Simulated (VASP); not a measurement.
Here is a VASP 6.6.1 calculation.

The input INCAR:

```
SYSTEM = Al2H
  PREC = Accurate
  ENCUT = 600
  EDIFF = 1E-6
  ISMEAR = 0
  SIGMA = 0.1
  LREAL = .False.
  LASPH = .True.
  NELM = 60
  ALGO = Normal
  ISIF = 3
  LWAVE = .False.
  LCHARG = .False.
  GGA = PE
  IBRION = 2
  NSW = 100
  EDIFFG = -0.01
```

The input KPOINTS:

```
Automatic mesh
0
Gamma
  10 10 10
  0 0 0
```

File POSCAR:

```
Al2H
1.0
    4.7338180907     -2.1357658612      0.0000000000
    4.7338180907      2.1357658612      0.0000000000
    0.0000000000      0.0000000000      3.9823075104
Al H
4 2
Direct
    0.8704118833      0.4278797159      0.7500000000
    0.5721202841      0.1295881167      0.7500000000
    0.4278797159      0.8704118833      0.2500000000
    0.1295881167      0.5721202841      0.2500000000
    0.0277731751      0.9722268249      0.2500000000
    0.9722268249      0.0277731751      0.7500000000
```

Potentials or basis: VASP PAW PBE potentials, release 64 (Al, H).

Run with:

```console
$ cat potpaw_PBE.64/Al/POTCAR potpaw_PBE.64/H/POTCAR > POTCAR
$ mpirun -np 1 vasp_std > vasp.out
```

**Question.** Predict the band gap on the k mesh.

**Answer.** Zero (bands 7 and 8 overlap by 3.32 eV).

**Question.** Estimate the relaxed cell.

**Answer.** a = 5.142 Å, b = 5.142 Å, c = 4.088 Å, α = 90.00°, β = 90.00°, γ = 48.88°.

**Question.** What does it give for the relaxed volume?

**Answer.** 13.57 Å³/atom.

Final structure:
```
Al H
1.0
     4.68171   -2.12751    0.00000
     4.68171    2.12751    0.00000
     0.00000    0.00000    4.08767
Al H
4 2
Direct
  0.85771 0.44070 0.75000
  0.55930 0.14229 0.75000
  0.44070 0.85771 0.25000
  0.14229 0.55930 0.25000
  0.03715 0.96285 0.25000
  0.96285 0.03715 0.75000
```
